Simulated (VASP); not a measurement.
## SnSe: single point with LDA

Crystal: SnSe.

```
Sn Se
1.0
     0.00000    3.06903    3.06903
     3.06903    0.00000    3.06903
     3.06903    3.06903    0.00000
Sn Se
1 1
Direct
  0.00000 0.00000 0.00000
  0.50000 0.50000 0.50000
```

```yaml
Program: VASP 6.6.1
Task: single point
Functional: LDA
Potentials_or_basis: VASP PAW LDA potentials, release 64 (Sn_d, Se)
Cutoff: 520 eV
k_mesh: 8 × 8 × 8
Occupations: fermi-dirac, width 0.05 eV
Spin: no spin polarisation
```

```yaml
Pressure: -5.6 GPa
Band_gap_on_the_k_mesh: 0.40 eV
```

Levels at points of the mesh, in eV from the valence-band top:
| k point | band 7 | band 8 | band 9 | band 10 | band 11 | band 12 | band 13 | band 14 |
| --- | --- | --- | --- | --- | --- | --- | --- | --- |
| (0.00, 0.00, 0.00) | -5.30 | -1.94 | -1.94 | -1.94 | 4.06 | 4.06 | 4.06 | 5.99 |
| (0.50, 0.00, 0.00) | -7.76 | -1.70 | -1.70 | 0.00 | 0.40 | 1.28 | 1.28 | 8.06 |
| (0.50, 0.50, 0.00) | -6.04 | -5.02 | -3.30 | -3.30 | 3.23 | 5.00 | 5.00 | 5.57 |

It took 22 s on 1 thread of Intel Xeon 8259CL (shared host), peak memory 0.17 GiB.

Caveat: the cell stands under tension; semilocal functionals underestimate gaps, and a narrow one can read as zero; spin-orbit coupling is left out, which moves the levels of the heavy elements. A k mesh can miss the band edges.
